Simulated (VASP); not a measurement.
O, 1 atom in the cell. It takes space group Fm-3m (No. 225, cubic). Conventional cell: a = 3.068 Å, b = 3.068 Å, c = 3.068 Å, α = 90.00°, β = 90.00°, γ = 90.00°. O (site symmetry m-3m) has 12 O at 2.17 Å within 2.9 Å.  This cell differs from its parent crystal: volume scaled by 0.9.

* Program: VASP 6.6.1
* Task: single point
* Functional: PBE
* Potentials or basis: VASP PAW PBE potentials, release 64 (O)
* Cutoff: 520 eV
* k mesh: 20 × 20 × 20
* Occupations: fermi-dirac, width 0.1 eV
* Spin: no spin polarisation
* Dipole correction: no
* Further INCAR settings: ALGO = Normal; EDIFF = 1e-06; NBANDS = 9

Potentials or basis: VASP PAW PBE potentials, release 64 (O).

Launch:

```console
$ cat potpaw_PBE.64/O/POTCAR > POTCAR
$ mpirun -np 1 vasp_std > vasp.out
```

Hardware: 1 thread of Intel Xeon 8259CL, with other jobs on the host.

Problem. How long does it take, and how much memory?

Solution. It took 10 s on 1 thread of Intel Xeon 8259CL, with other jobs on the host, peak memory 0.12 GiB. Counts: scf iterations 9, k points 256.
